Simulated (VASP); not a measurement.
C: single point with PBE

The system is C.

```
C
1.0
     0.00000    1.65718    1.82505
     1.65718    0.00000    1.82505
     1.65718    1.65718    0.00000
C
2
Direct
  0.50000 0.50000 0.50000
  0.75000 0.75000 0.75000
```

This cell differs from its parent crystal: volume 5.012 Å^3 an atom, c/a of the conventional cell 1.1013.

```
Program                : VASP 6.6.1
Task                   : single point
Functional             : PBE
Potentials or basis    : VASP PAW PBE potentials, release 64 (C)
Cutoff                 : 520 eV
k mesh                 : 12 × 12 × 12
Occupations            : gaussian, width 0.05 eV
Spin                   : no spin polarisation
Dipole correction      : no
Further INCAR settings : ALGO = Normal; EDIFF = 1e-06; NBANDS = 11
```

```
Pressure               : 71.1 GPa
Band gap on the k mesh : 3.13 eV, indirect (least direct gap 5.02 eV)
```

Stress tensor (GPa, compression positive):
```
108.38   0.00   0.00
  0.00 108.38   0.00
  0.00   0.00  -3.62
```

Levels at points of the mesh, in eV from the valence-band top:
```
           k point  band 1  band 2  band 3  band 4  band 5  band 6  band 7  band 8
(0.00, 0.00, 0.00)  -23.81   -1.77    0.00    0.00    5.02    5.02    6.28   15.46
(0.50, 0.00, 0.00)  -17.24  -15.39   -4.74   -2.67    6.65    8.89   11.24   16.33
(0.50, 0.50, 0.00)  -15.36  -15.36   -6.55   -6.55    6.10    6.10   17.72   17.72
(0.50, 0.00, 0.50)  -13.69  -13.69   -8.12   -8.12    3.68    3.68   17.76   17.76
```

Run time: 6.5 s on 1 thread of Intel(R) Xeon(R) 6975P-C (Granite Rapids), on a shared host, peak memory 0.12 GiB.

 A k mesh can miss the band edges.
